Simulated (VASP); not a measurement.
Input of a VASP 6.6.1 run:

Contents of INCAR:

```
SYSTEM = ZrB
ALGO     = Normal         ! electronic algorithm
EDIFF    = 1E-6           ! SCF threshold, eV
ENCUT    = 520            ! plane-wave cutoff, eV
GGA      = CA             ! functional
ISIF     = 2              ! what is computed and relaxed
ISMEAR   = 0              ! smearing method
LASPH    = .TRUE.         ! aspherical terms in the spheres
LCHARG   = .TRUE.         ! write CHGCAR
LELF     = .TRUE.         ! ELF
LREAL    = .FALSE.        ! projectors in reciprocal space
LVHAR    = .TRUE.       
LWAVE    = .FALSE.        ! write WAVECAR
NBANDS   = 14             ! bands
NELM     = 80             ! most SCF steps
PREC     = Accurate       ! precision mode
SIGMA    = 0.15           ! smearing width, eV
```

KPOINTS

```
k-points
0
G
  16 16 16
  0 0 0
```

File POSCAR:

```
ZrB
1.0
    0.0000000000      2.4153850465      2.5924327704
    2.4153850465      0.0000000000      2.5924327704
    2.4153850465      2.4153850465      0.0000000000
Zr B
1 1
Direct
    0.0000000000      0.0000000000      0.0000000000
    0.5000000000      0.5000000000      0.5000000000
```

Potentials or basis: VASP PAW LDA potentials, release 64 (Zr_sv, B).

Command:

```console
$ cat potpaw_LDA.64/Zr_sv/POTCAR potpaw_LDA.64/B/POTCAR > POTCAR
$ mpirun -np 1 vasp_std > vasp.out
```

(1) Predict the pressure.

Answers

(1) -9.3 GPa.

Caveat: the cell differs from its parent crystal (normal strain along x +0.0000, normal strain along z +0.0733).
